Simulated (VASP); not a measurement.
Input of a VASP 6.6.1 run:

Contents of POSCAR:

```
Cd2B2N
1.0
    0.0000000000      3.6952970000      0.0000000000
    3.6952970000      0.0000000000      0.0000000000
    1.8476480000      1.8476480000     -4.9342460000
B Cd N
2 2 1
Direct
    0.3780000000      0.3780000000      0.2440000000
    0.6220000000      0.6220000000      0.7560000000
    0.7500000000      0.2500000000      0.5000000000
    0.2500000000      0.7500000000      0.5000000000
    0.0000000000      0.0000000000      0.0000000000
```

The input INCAR.step1:

```
ALGO = Normal ; EDIFF = 1E-5
ENCUT = 770 ; GGA = PE
GGA_COMPAT = F ; ISMEAR = -1
LASPH = T ; LCHARG = F
LREAL = F ; LWAVE = T
NBANDS = 34 ; NELM = 120
PREC = Accurate ; SIGMA = 0.1
```

Contents of INCAR.step2:

```
ALGO = Normal ; EDIFF = 1E-6
ENCUT = 770 ; GGA_COMPAT = F
ISIF = 2 ; ISMEAR = -1
ISTART = 1 ; LASPH = T
LCHARG = T ; LELF = T
LMIXTAU = T ; LREAL = F
LVHAR = T ; LWAVE = F
METAGGA = R2SCAN ; NBANDS = 34
NELM = 120 ; PREC = Accurate
SIGMA = 0.1
```

Contents of KPOINTS:

```
k-points
0
Gamma
  5 5 5
```

Potentials or basis: VASP PAW PBE potentials, release 64 (B, Cd_sv_GW, N).

Launch:

```sh
$ cat potpaw_PBE.64/B/POTCAR potpaw_PBE.64/Cd_sv_GW/POTCAR potpaw_PBE.64/N/POTCAR > POTCAR
$ cp INCAR.step1 INCAR
$ mpirun -np 1 vasp_std > vasp.out
$ cp INCAR.step2 INCAR
$ mpirun -np 1 vasp_std > vasp.out
```

(1) Predict the pressure.

(2) What does it give for the band gap on the k mesh?

(3) What does it give for the largest force?

Results:

(1) 16.2 GPa.

(2) zero (an odd number of electrons rules out a gap without spin polarisation).

(3) 4.839 eV/Å.

Caveat: the k points lie up to 0.36 Å⁻¹ apart, too coarse for converged energies and pressures of a metal; the PAW data sets were made with another functional, which shifts forces and pressure a little; an odd number of electrons without spin polarisation forces a metal; a magnetic or distorted state may lie lower.
